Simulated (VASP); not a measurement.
Crystal: Li7Sb.

```
Li Sb
1.0
     3.02342   -4.41384    0.00000
     3.02342    4.41384    0.00000
    -2.99850    0.00000    4.59938
Li Sb
7 1
Direct
  0.00000 0.50000 0.00000
  0.50000 0.00000 0.00000
  0.55254 0.92982 0.33072
  0.07018 0.44746 0.66928
  0.44746 0.07018 0.66928
  0.92982 0.55254 0.33072
  0.50000 0.50000 0.50000
  0.00000 0.00000 0.00000
```

| Property | Result |
| --- | --- |
| Program | VASP 6.6.1 |
| Task | relaxation of cell and atoms |
| Functional | PBE |
| Potentials or basis | VASP PAW PBE potentials, release 64 (Li_sv, Sb) |
| Cutoff | 600 eV |
| k mesh | 4 × 4 × 4 |
| Occupations | gaussian, width 0.1 eV |
| Spin | no spin polarisation |

At the start: pressure 8.6 GPa; volume 15.34 Å³/atom.

Task: How do energy, volume and symmetry change on relaxing?

Result: Over 17 steps the energy falls by 345.8 meV/atom and the volume is 17.70 Å³/atom (+15.4 %); space group C2/m (No. 12, to 0.05 Å).

Step by step:
```
step  energy change (eV)  largest force (eV/Å)  pressure (GPa)  volume (Å³)
   1              0.0000                1.2622            8.56       122.76
   2             -1.2112                0.8622            4.30       137.74
   3             -2.1920                0.2793           -1.44       170.84
   4             -2.1937                0.2608           -1.65       172.46
   5             -2.3714                0.1766           -1.39       167.23
   6             -2.5467                0.1041           -0.75       157.66
   7             -2.5562                0.1557           -0.48       154.76
   8             -2.6151                0.1173            0.01       150.72
   9             -2.6929                0.0610            1.45       138.77
  10             -2.7347                0.0775            0.91       139.48
  11             -2.7528                0.0987            0.22       140.30
  12             -2.7531                0.0968            0.29       140.22
  13             -2.7566                0.0812            0.16       140.95
  14             -2.7604                0.0459           -0.17       142.78
  15             -2.7625                0.0401           -0.10       142.47
  16             -2.7651                0.0438            0.11       141.53
  17             -2.7668                0.0373            0.06       141.60
```

Final structure:
```
CELL_PARAMETERS angstrom
3.95014 -3.93023 -0.30085
3.95014 3.93023 -0.30085
-4.52391 0.00000 4.90506
ATOMIC_POSITIONS crystal
Li 0.00000 0.50000 0.00000
Li 0.50000 0.00000 0.00000
Li 0.58510 0.90080 0.34677
Li 0.09920 0.41490 0.65323
Li 0.41490 0.09920 0.65323
Li 0.90080 0.58510 0.34677
Li 0.50000 0.50000 0.50000
Sb 0.00000 0.00000 0.00000
```

Caveat: the cutoff is under 1.25 times the usual one of these potentials, so pressure, stress and relaxed cells hold a basis-set (Pulay) error; the volume moved by over 15 % at a fixed basis, so the end points are rough.
